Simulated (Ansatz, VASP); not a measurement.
LiF: VASP beside Ansatz

The input INCAR:

```
SYSTEM = LiF
ALGO = Normal
EDIFF = 1E-6
ENCUT = 520
GGA = CA
ISIF = 2
ISMEAR = 0
LASPH = .True.
LCHARG = .True.
LELF = .True.
LREAL = .False.
LVHAR = .True.
LWAVE = .False.
NBANDS = 18
NELM = 100
PREC = Accurate
SIGMA = 0.05
```

File KPOINTS:

```
k-points
0
Gamma
  9 9 6
  0 0 0
```

File POSCAR:

```
LiF
1.0
    3.0801704379      0.0000000000      0.0000000000
   -1.5400852189      2.6675058472      0.0000000000
    0.0000000000      0.0000000000      4.5087534870
Li F
2 2
Direct
    0.3333333333      0.6666666667      0.3465456496
    0.6666666667      0.3333333333      0.8465456496
    0.3333333333      0.6666666667      0.9910195924
    0.6666666667      0.3333333333      0.4910195924
```

Input for Ansatz:

```yaml
crystal:
  lattice:
    - [3.0801704379, 0.0, 0.0]
    - [-1.5400852189, 2.6675058472, 0.0]
    - [0.0, 0.0, 4.508753487]
  atoms:
    - { symbol: Li, position: [0.3333333333, 0.6666666667, 0.3465456496] }
    - { symbol: Li, position: [0.6666666667, 0.3333333333, 0.8465456496] }
    - { symbol: F, position: [0.3333333333, 0.6666666667, 0.9910195924] }
    - { symbol: F, position: [0.6666666667, 0.3333333333, 0.4910195924] }
basis:
  ecutwfc: 520.0
kpoints:
  mp_grid: { grid: [9, 9, 6] }
hamiltonian:
  xc: lda
scf:
  occupations: { method: gaussian, width: 0.05 }
output:
  forces: true
  stress: true
  eigenvalues: true
```

Alike in both runs: task single point; functional LDA; k mesh 9 × 9 × 6; occupations gaussian, width 0.05 eV; no spin polarisation.

|  | VASP | Ansatz |
| --- | --- | --- |
| version | VASP 6.6.1 | Ansatz 0.2.0 |
| potentials or method | VASP PAW LDA potentials, release 64 (Li_sv, F), cutoff 520 eV | scalar-relativistic, plane waves, PAW |
| valence electrons in the cell | 20 | 20 |

|  | VASP | Ansatz | Ansatz less VASP |
| --- | --- | --- | --- |
| gap on the k mesh at the Fermi level (eV) | 7.91 | 7.93 | +0.015 |
| least direct gap on the mesh (eV) | 7.91 | 7.93 | +0.015 |
| rms of the force components (eV/Å) | 0.981 | 0.955 | -0.0259 |

LDA's correlation is that of Perdew and Zunger in VASP and of Perdew and Wang (1992) in Ansatz. Atom by atom the forces differ by 0.026 eV/Å (rms over components).

Noted on VASP's run: the cutoff is short for stress, so the pressure is rough.
